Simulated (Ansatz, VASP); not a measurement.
Two plane-wave programs on Al

```
Al
1.0
     0.00000    1.95298    1.95298
     1.95298    0.00000    1.95298
     1.95298    1.95298    0.00000
Al
1
Cartesian
  0.0000 0.0000 0.0000
```

Alike in both runs: task single point; functional r2SCAN; k mesh 18 × 18 × 18; occupations gaussian, width 0.1 eV; no spin polarisation.

|  | VASP | Ansatz |
| --- | --- | --- |
| version | VASP 6.6.1 | Ansatz 0.2.0 |
| potentials or method | VASP PAW PBE potentials, release 64 (Al), cutoff 520 eV | scalar-relativistic, plane waves, PAW |
| valence electrons in the cell | 3 | 3 |

VASP gave:

| Property | Result |
| --- | --- |
| gap on the k mesh at the Fermi level (eV) | none |
| pressure (GPa) | 6.6 |

Problem. Estimate Ansatz's values.

Solution. gap on the k mesh at the Fermi level (eV): none; pressure (GPa): 7.0.

VASP's potentials were made for PBE, not for r2SCAN. A gap of «none» marks a metal or a gap that the smearing closes. The functional is the same, so the differences come from potentials, cutoffs and numerics.
